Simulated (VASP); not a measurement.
GaP: single point with PBEsol

**What was measured.**

“Stacking defects in GaP nanowires: Electronic structure and optical properties”, 2018, arxiv:1810.01194 quotes, for a bulk crystal of GaP at 10 K: band gap 2.34 eV (indirect).

The system is GaP.

```
CELL_PARAMETERS angstrom
0.00000 2.71924 2.71924
2.71924 0.00000 2.71924
2.71924 2.71924 0.00000
ATOMIC_POSITIONS crystal
Ga 0.00000 0.00000 0.00000
P 0.75000 0.75000 0.75000
```

```json
{
 "Program": "VASP 6.6.1",
 "Task": "single point",
 "Functional": "PBEsol",
 "Potentials or basis": "VASP PAW PBE potentials, release 64 (Ga_d, P)",
 "Cutoff": "500 eV",
 "k mesh": "10 × 10 × 10",
 "Occupations": "gaussian, width 0.05 eV",
 "Spin": "no spin polarisation",
 "Dipole correction": "no",
 "Further INCAR settings": "ALGO = Normal; EDIFF = 1e-06; NBANDS = 16"
}
```

```yaml
Pressure: -0.1 GPa
Band_gap_on_the_k_mesh: 1.47 eV, indirect (least direct gap 1.81 eV)
```

Levels at points of the mesh, in eV from the valence-band top:
```tsv
k point	band 6	band 7	band 8	band 9	band 10	band 11	band 12	band 13
(0.00, 0.00, 0.00)	-12.57	0.00	0.00	0.00	1.81	3.83	3.83	3.83
(0.50, 0.00, 0.00)	-10.46	-6.73	-1.14	-1.14	1.61	4.65	4.65	8.10
(0.50, 0.50, 0.00)	-9.54	-6.84	-2.74	-2.74	1.50	1.71	10.60	10.60
```

Wall time 24 s on 1 thread of Intel Xeon 6975P-C, on a shared host, peak memory 0.17 GiB.

Measured gap of GaP: 2.34 eV (indirect; 10 K; quoted in “Stacking defects in GaP nanowires: Electronic structure and optical properties”, 2018, arxiv:1810.01194). This calculation gives 1.47 eV (-0.87 eV). Spin-orbit coupling on Ga is left out. The value is that of PBEsol on a finite k mesh, which can miss the band edges, without temperature or zero-point motion. Semilocal functionals fall short of measured gaps as a rule.

Caveat: the PAW data sets were made with another functional, which shifts forces and pressure a little.
